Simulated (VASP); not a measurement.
A run of VASP 6.6.1 is set up as follows.

Contents of INCAR:

```
ALGO = Normal ; EDIFF = 1E-6
ENCUT = 600 ; GGA_COMPAT = F
ISIF = 2 ; ISMEAR = 1
LASPH = T ; LCHARG = F
LREAL = F ; LWAVE = F
NBANDS = 24 ; NELM = 120
PREC = Accurate ; SIGMA = 0.01
```

Contents of KPOINTS:

```
k-points
0
Gamma
  6 6 6
```

POSCAR

```
CdF2
1.0
    0.0000000000      2.6575901313      2.6575901313
    2.6575901313      0.0000000000      2.6575901313
    2.6575901313      2.6575901313      0.0000000000
Cd F
1 2
Direct
    0.0000000000      0.0000000000      0.0000000000
    0.2500000000      0.2500000000      0.2500000000
    0.7500000000      0.7500000000      0.7500000000
```

Potentials or basis: VASP PAW LDA potentials, release 64 (Cd_sv_GW, F).

Run with:

```console
$ cat potpaw_LDA.64/Cd_sv_GW/POTCAR potpaw_LDA.64/F/POTCAR > POTCAR
$ mpirun -np 1 vasp_std > vasp.out
```

Q: What does it give for the band gap on the k mesh?

A: 2.98 eV, indirect (least direct gap 3.38 eV).

Q: Predict the pressure.

A: -1.8 GPa.

A k mesh can miss the band edges. A hybrid or GW would open this gap; LDA tends to underestimate it.
